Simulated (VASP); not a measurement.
# WC (P-6m2) in VASP: a series of runs, part 2 of 3

VASP 6.6.1. The steps go on from the part before.

**3. Electric field gradients, PBEsol (volume scaled by 0.94)**

Contents of INCAR:

```
SYSTEM = WC
PREC = Accurate ; ENCUT = 520
EDIFF = 1E-8 ; ISMEAR = -1
SIGMA = 0.05 ; LREAL = .False.
LASPH = .True. ; NELM = 80
ALGO = Normal ; ISIF = 2
LWAVE = .False. ; LCHARG = .False.
GGA = PS ; LEFG = .True.
NBANDS = 16
```

Contents of KPOINTS:

```
regular mesh
0
Gamma
  13 13 12
  0 0 0
```

Contents of POSCAR:

```
WC
1.0
    2.8412909150      0.0000000000      0.0000000000
   -1.4206454575      2.4606301120      0.0000000000
    0.0000000000      0.0000000000      2.7712491016
W C
1 1
Direct
    0.0000000000      0.0000000000      0.0000000000
    0.6666666667      0.3333333333      0.5000000000
```

Potentials or basis: VASP PAW PBE potentials, release 64 (W_sv, C).

Started as:

```console
cat potpaw_PBE.64/W_sv/POTCAR potpaw_PBE.64/C/POTCAR > POTCAR
mpirun -np 1 vasp_std > vasp.out
```

OUTCAR:

```text
SYSTEM = WC
   PREC = Accurate
   ENCUT = 520
   EDIFF = 1E-8
   ISMEAR = -1
   LREAL = .False.
   LASPH = .True.
   NELM = 80
   ISIF = 2
   GGA = PS

 ion  position               nearest neighbor table
   1  0.000  0.000  0.000-   2 2.15   2 2.15   2 2.15   2 2.15   2 2.15   2 2.15
   2  0.667  0.333  0.500-   1 2.15   1 2.15   1 2.15   1 2.15   1 2.15   1 2.15

  LATTYP: Found a hexagonal cell.
 ALAT       =     2.8412909150
 C/A-ratio  =     0.9753485949

  Lattice vectors:

 A1 = (   2.8412909150,   0.0000000000,   0.0000000000)
 A2 = (  -1.4206454575,   2.4606301120,   0.0000000000)
 A3 = (   0.0000000000,   0.0000000000,   2.7712491016)

Analysis of symmetry for initial positions (statically):
=====================================================================
 Subroutine PRICEL returns:
 Original cell was already a primitive cell.

 Routine SETGRP: Setting up the symmetry group for a
 hexagonal supercell.

 Subroutine GETGRP returns: Found 12 space group operations
 (whereof 12 operations were pure point group operations)
 out of a pool of 24 trial point group operations.

The static configuration has the point symmetry D_3h.

Analysis of symmetry for dynamics (positions and initial velocities):
=====================================================================
 Subroutine PRICEL returns:
 Original cell was already a primitive cell.

 Routine SETGRP: Setting up the symmetry group for a
 hexagonal supercell.

 Subroutine GETGRP returns: Found 12 space group operations
 (whereof 12 operations were pure point group operations)
 out of a pool of 24 trial point group operations.

The dynamic configuration has the point symmetry D_3h.

[... 150 lines left out ...]
 fundamental gap:      0.1043854248
 Fermi energy:        11.9655269473

 k-point     1 :       0.0000    0.0000    0.0000
  band No.  band energies     occupation
      1     -61.8478      2.00000
      2     -25.8313      2.00000
      3     -25.7043      2.00000
      4     -25.7043      2.00000
      5      -3.0212      2.00000
      6       7.1998      2.00000
[... 433 lines left out ...]
      3     -25.8652      2.00000
      4     -25.7517      2.00000
      5      -2.1895      2.00000
      6       7.0469      2.00000
[... 8 lines left out ...]
     15      26.0261      0.00000
     16      30.4885      0.00000

 [... further k-points ...]
[... 5 lines left out ...]
  --------------------------------------------------------------------------------------
  -------------------------------------------------------------------------------------
  Total        3.4005480      3.4005480      3.9150088      0.0000000     -0.0000000      0.0000000
  in kB      281.2042521    281.2042521    323.7469744      0.0000000     -0.0000000      0.0000000
  external PRESSURE =     295.3851595 kB  Pullay stress =       0.0000000 kB

 VOLUME and BASIS-vectors are now :
 -----------------------------------------------------------------------------
  energy-cutoff  :      520.00
  volume of cell :       19.37
      direct lattice vectors                 reciprocal lattice vectors
     2.841290915  0.000000000  0.000000000     0.351952697  0.203199984  0.000000000
    -1.420645458  2.460630112  0.000000000     0.000000000  0.406399968  0.000000000
     0.000000000  0.000000000  2.771249102     0.000000000  0.000000000  0.360848110

 POSITION                                       TOTAL-FORCE (eV/Angst)
 -----------------------------------------------------------------------------------
      0.00000      0.00000      0.00000        -0.000000      0.000000      0.000000
      1.42065      0.82021      1.38562         0.000000      0.000000      0.000000
 -----------------------------------------------------------------------------------
    total drift:                               -0.000000      0.000000      0.000000

  FREE ENERGIE OF THE ION-ELECTRON SYSTEM (eV)
  ---------------------------------------------------
  free  energy   TOTEN  =       -23.7910193855 eV

  energy  without entropy=      -23.7889578177  energy(sigma->0) =      -23.78998860

 Electric field gradients (V/A^2)
---------------------------------------------------------------------
 ion       V_xx      V_yy      V_zz      V_xy      V_xz      V_yz
---------------------------------------------------------------------
   1      86.926    86.925  -173.851    -0.000     0.000    -0.000
   2      -0.282    -0.282     0.564     0.000     0.000    -0.000
---------------------------------------------------------------------

 Electric field gradients after diagonalization (V/A^2)
 (convention: |V_zz| > |V_xx| > |V_yy|)
----------------------------------------------------------------------
 ion       V_xx      V_yy      V_zz     asymmetry (V_yy - V_xx)/ V_zz
----------------------------------------------------------------------
   1      86.926    86.925  -173.851       0.000
   2      -0.282    -0.282     0.564       0.001
----------------------------------------------------------------------

           NMR quadrupolar parameters

 Cq : quadrupolar parameter    Cq=e*Q*V_zz/h
 eta: asymmetry parameters     (V_yy - V_xx)/ V_zz
 Q  : nuclear electric quadrupole moment in mb (millibarn)
----------------------------------------------------------------------
 ion       Cq(MHz)       eta       Q (mb)
----------------------------------------------------------------------
   1      -0.420       0.000       1.000
   2       0.001       0.001       1.000
----------------------------------------------------------------------
```

OSZICAR:

```text
N       E                     dE             d eps       ncg     rms          rms(c)
DAV:   1     0.107567403608E+03    0.10757E+03   -0.93848E+03  4712   0.126E+03
DAV:   2    -0.236470349346E+02   -0.13121E+03   -0.12707E+03  5584   0.339E+02
DAV:   3    -0.266719434026E+02   -0.30249E+01   -0.30162E+01  5168   0.489E+01
DAV:   4    -0.266860886294E+02   -0.14145E-01   -0.14145E-01  6144   0.377E+00
DAV:   5    -0.266861865037E+02   -0.97874E-04   -0.97874E-04  5216   0.293E-01    0.380E+01
DAV:   6    -0.238716909310E+02    0.28145E+01   -0.50248E+00  5720   0.248E+01    0.114E+01
DAV:   7    -0.238222426477E+02    0.49448E-01   -0.33565E-01  4888   0.446E+00    0.719E+00
DAV:   8    -0.237920288882E+02    0.30214E-01   -0.44137E-02  5432   0.163E+00    0.102E+00
DAV:   9    -0.237911058241E+02    0.92306E-03   -0.24795E-03  5120   0.339E-01    0.960E-02
DAV:  10    -0.237910219803E+02    0.83844E-04   -0.24225E-04  5648   0.184E-01    0.477E-02
DAV:  11    -0.237910200326E+02    0.19477E-05   -0.12852E-05  5592   0.344E-02    0.680E-03
DAV:  12    -0.237910194297E+02    0.60288E-06   -0.17787E-06  5272   0.112E-02    0.850E-04
DAV:  13    -0.237910194062E+02    0.23528E-07   -0.67329E-08  5472   0.219E-03    0.310E-04
DAV:  14    -0.237910193864E+02    0.19809E-07   -0.89299E-10  3072   0.293E-04    0.612E-05
DAV:  15    -0.237910193855E+02    0.88812E-09   -0.59993E-11  2552   0.868E-05
   1 F= -.23791019E+02 E0= -.23789989E+02  d E =-.206157E-02
```

Wall time 18 s (1 thread of Intel Xeon 6975P-C (Granite Rapids), shared host); peak memory 0.16 GiB.

Results:

| Property | Result |
| --- | --- |
| Free energy | -23.7910 eV |
| Pressure | 29.5 GPa |
| Band gap on the k mesh | zero (band 9 reaches 12.62 eV, above the bottom of band 10 at 11.26 eV) |

Electric field gradients, principal values (V/Å²):
```tsv
atom	least	middle	greatest (by size)
1 W	86.925	86.926	-173.851
2 C	-0.282	-0.282	0.564
```

Caveat: without QUAD_EFG the Cq values of the log hold for a quadrupole moment of 1 mb, not for the nuclei; the PAW data sets were made with another functional, which shifts forces and pressure a little; spin-orbit coupling is left out, which moves the levels of the heavy elements.

**4. Electric field gradients, PBEsol (volume scaled by 0.98)**

Contents of INCAR:

```
PREC = Accurate
ENCUT = 520
EDIFF = 1E-8
ISMEAR = -1
SIGMA = 0.05
LREAL = F
LASPH = T
NELM = 80
ALGO = Normal
ISIF = 2
LWAVE = F
LCHARG = F
GGA = PS
LEFG = T
NBANDS = 16
```

Contents of KPOINTS:

```
regular mesh
0
Gamma
  13 13 12
```

Contents of POSCAR:

```
WC
1.0
    2.8810343969      0.0000000000      0.0000000000
   -1.4405171984      2.4950489769      0.0000000000
    0.0000000000      0.0000000000      2.8100128507
W C
1 1
Direct
    0.0000000000      0.0000000000      0.0000000000
    0.6666666667      0.3333333333      0.5000000000
```

Potentials or basis: VASP PAW PBE potentials, release 64 (W_sv, C).

Started as:

```console
cat potpaw_PBE.64/W_sv/POTCAR potpaw_PBE.64/C/POTCAR > POTCAR
mpirun -np 1 vasp_std > vasp.out
```

OUTCAR:

```text
PREC = Accurate
   ENCUT = 520
   EDIFF = 1E-8
   ISMEAR = -1
   LREAL = F
   LASPH = T
   NELM = 80
   ISIF = 2
   GGA = PS

 ion  position               nearest neighbor table
   1  0.000  0.000  0.000-   2 2.18   2 2.18   2 2.18   2 2.18   2 2.18   2 2.18
   2  0.667  0.333  0.500-   1 2.18   1 2.18   1 2.18   1 2.18   1 2.18   1 2.18

  LATTYP: Found a hexagonal cell.
 ALAT       =     2.8810343969
 C/A-ratio  =     0.9753485948

  Lattice vectors:

 A1 = (   2.8810343969,   0.0000000000,   0.0000000000)
 A2 = (  -1.4405171984,   2.4950489769,   0.0000000000)
 A3 = (   0.0000000000,   0.0000000000,   2.8100128507)

Analysis of symmetry for initial positions (statically):
=====================================================================
 Subroutine PRICEL returns:
 Original cell was already a primitive cell.

 Routine SETGRP: Setting up the symmetry group for a
 hexagonal supercell.

 Subroutine GETGRP returns: Found 12 space group operations
 (whereof 12 operations were pure point group operations)
 out of a pool of 24 trial point group operations.

The static configuration has the point symmetry D_3h.

Analysis of symmetry for dynamics (positions and initial velocities):
=====================================================================
 Subroutine PRICEL returns:
 Original cell was already a primitive cell.

 Routine SETGRP: Setting up the symmetry group for a
 hexagonal supercell.

 Subroutine GETGRP returns: Found 12 space group operations
 (whereof 12 operations were pure point group operations)
 out of a pool of 24 trial point group operations.

The dynamic configuration has the point symmetry D_3h.

[... 150 lines left out ...]
 fundamental gap:      0.0709916089
 Fermi energy:        11.3376309533

 k-point     1 :       0.0000    0.0000    0.0000
  band No.  band energies     occupation
      1     -62.5522      2.00000
      2     -26.5371      2.00000
      3     -26.4275      2.00000
      4     -26.4275      2.00000
      5      -3.3147      2.00000
      6       6.8362      2.00000
[... 433 lines left out ...]
      3     -26.5666      2.00000
      4     -26.4685      2.00000
      5      -2.5282      2.00000
      6       6.6623      2.00000
[... 8 lines left out ...]
     15      25.0887      0.00000
     16      29.4418      0.00000

 [... further k-points ...]
[... 5 lines left out ...]
  --------------------------------------------------------------------------------------
  -------------------------------------------------------------------------------------
  Total        1.1040787      1.1040787      1.2539238      0.0000000     -0.0000000      0.0000000
  in kB       87.5739212     87.5739212     99.4594135      0.0000000     -0.0000000      0.0000000
  external PRESSURE =      91.5357519 kB  Pullay stress =       0.0000000 kB

 VOLUME and BASIS-vectors are now :
 -----------------------------------------------------------------------------
  energy-cutoff  :      520.00
  volume of cell :       20.20
      direct lattice vectors                 reciprocal lattice vectors
     2.881034397  0.000000000  0.000000000     0.347097557  0.200396868  0.000000000
    -1.440517198  2.495048977  0.000000000     0.000000000  0.400793736  0.000000000
     0.000000000  0.000000000  2.810012851     0.000000000  0.000000000  0.355870259

 POSITION                                       TOTAL-FORCE (eV/Angst)
 -----------------------------------------------------------------------------------
      0.00000      0.00000      0.00000        -0.000000     -0.000000      0.000000
      1.44052      0.83168      1.40501         0.000000      0.000000      0.000000
 -----------------------------------------------------------------------------------
    total drift:                                0.000000     -0.000000      0.000000

  FREE ENERGIE OF THE ION-ELECTRON SYSTEM (eV)
  ---------------------------------------------------
  free  energy   TOTEN  =       -23.8892358151 eV

  energy  without entropy=      -23.8866747633  energy(sigma->0) =      -23.88795529

 Electric field gradients (V/A^2)
---------------------------------------------------------------------
 ion       V_xx      V_yy      V_zz      V_xy      V_xz      V_yz
---------------------------------------------------------------------
   1      77.907    77.907  -155.814     0.000    -0.000     0.000
   2      -0.163    -0.163     0.326     0.000     0.000    -0.000
---------------------------------------------------------------------

 Electric field gradients after diagonalization (V/A^2)
 (convention: |V_zz| > |V_xx| > |V_yy|)
----------------------------------------------------------------------
 ion       V_xx      V_yy      V_zz     asymmetry (V_yy - V_xx)/ V_zz
----------------------------------------------------------------------
   1      77.907    77.907  -155.814       0.000
   2      -0.163    -0.162     0.326       0.002
----------------------------------------------------------------------

           NMR quadrupolar parameters

 Cq : quadrupolar parameter    Cq=e*Q*V_zz/h
 eta: asymmetry parameters     (V_yy - V_xx)/ V_zz
 Q  : nuclear electric quadrupole moment in mb (millibarn)
----------------------------------------------------------------------
 ion       Cq(MHz)       eta       Q (mb)
----------------------------------------------------------------------
   1      -0.377       0.000       1.000
   2       0.001       0.002       1.000
----------------------------------------------------------------------
```

stdout:

```text
POSCAR found type information on POSCAR W C
 POSCAR found :  2 types and       2 ions
 scaLAPACK will be used
 -----------------------------------------------------------------------------
|                                                                             |
|                                                                             |
|     You enforced a specific xc type in the INCAR file but a different       |
|     I HOPE YOU KNOW WHAT YOU ARE DOING!                                     |
|                                                                             |
 -----------------------------------------------------------------------------

 LDA part: xc-table for (Slater+PW92), standard interpolation
 POSCAR, INCAR and KPOINTS ok, starting setup
 FFT: planning ... GRIDC
 FFT: planning ... GRID_SOFT
 FFT: planning ... GRID
 WAVECAR not read
 entering main loop
ion   1

ion   2
```

It took 17 s on 1 thread of Intel Xeon 6975P-C (Granite Rapids), shared host; peak memory 0.17 GiB.

What came out:

- Free energy: -23.8892 eV
- Pressure: 9.2 GPa
- Band gap on the k mesh: zero (band 9 reaches 12.00 eV, above the bottom of band 10 at 10.69 eV)

Stress tensor (GPa, compression positive):
```
8.76 0.00 0.00
0.00 8.76 0.00
0.00 0.00 9.95
```

Levels at points of the mesh, in eV from the Fermi level:
```tsv
k point	band 6	band 7	band 8	band 9	band 10	band 11	band 12	band 13
(0.00, 0.00, 0.00)	-4.50	-3.46	-3.46	0.11	3.34	3.34	5.80	5.80
(0.00, 0.00, 0.50)	-8.86	-2.10	-2.10	-0.64	-0.64	3.80	4.58	4.58
```

Electric field gradients, principal values (V/Å²):
| atom | least | middle | greatest (by size) |
| --- | --- | --- | --- |
| 1 W | 77.907 | 77.907 | -155.814 |
| 2 C | -0.162 | -0.163 | 0.326 |

Caveat: without QUAD_EFG the Cq values of the log hold for a quadrupole moment of 1 mb, not for the nuclei; the PAW data sets were made with another functional, which shifts forces and pressure a little; spin-orbit coupling is left out, which moves the levels of the heavy elements.

(Continued in part 3 of 3.)
